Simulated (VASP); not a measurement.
NbTeN: single point with PBEsol

Crystal: NbTeN.

```
Nb Te N
1.0
     3.61585    0.00000    0.00000
     0.00000    3.61585    0.00000
     0.00000    0.00000    9.63021
Nb Te N
2 2 2
Direct
  0.50000 0.00000 0.11438
  0.00000 0.50000 0.88562
  0.50000 0.00000 0.69863
  0.00000 0.50000 0.30137
  0.50000 0.50000 0.00000
  0.00000 0.00000 0.00000
```

```yaml
Program: VASP 6.6.1
Task: single point
Functional: PBEsol
Potentials_or_basis: VASP PAW PBE potentials, release 64 (Nb_sv, Te, N)
Cutoff: 520 eV
k_mesh: 5 × 5 × 2
Occupations: fermi-dirac, width 0.05 eV
Spin: no spin polarisation
Dipole_correction: no
Further_INCAR_settings: ALGO = Normal; EDIFF = 1e-07; NBANDS = 33
```

| Quantity | Value |
| --- | --- |
| Pressure | -9.1 GPa |
| Largest force | 1.340 eV/Å |
| Band gap on the k mesh | zero (bands 24 and 25 overlap by 0.25 eV) |

Forces on the atoms (eV/Å):
```
Nb   0.000  0.000 -1.340
Nb   0.000  0.000  1.340
Te   0.000  0.000  0.417
Te   0.000  0.000 -0.417
N    0.000  0.000  0.000
N    0.000  0.000  0.000
```

Stress tensor (GPa, compression positive):
```
-9.75  0.00  0.00
 0.00 -9.75  0.00
 0.00  0.00 -7.82
```

Levels at points of the mesh, in eV from the Fermi level:
| k point | band 21 | band 22 | band 23 | band 24 | band 25 | band 26 | band 27 | band 28 |
| --- | --- | --- | --- | --- | --- | --- | --- | --- |
| (0.00, 0.00, 0.00) | -0.41 | -0.41 | -0.08 | 0.14 | 0.36 | 0.36 | 1.05 | 1.49 |
| (0.00, 0.00, 0.50) | -0.31 | -0.31 | -0.08 | 0.24 | 0.24 | 0.26 | 1.05 | 1.47 |

Run time: 58 s on 1 thread of AMD EPYC 7R13 Processor (Zen 3) (shared host), peak memory 0.2 GiB.

Caveat: the cell stands under tension; the PAW data sets were made with another functional, which shifts forces and pressure a little; spin-orbit coupling is left out, which moves the levels of the heavy elements; this functional lacks dispersion, which binds layers or chains, so the pressure and a relaxed spacing across them are unreliable.
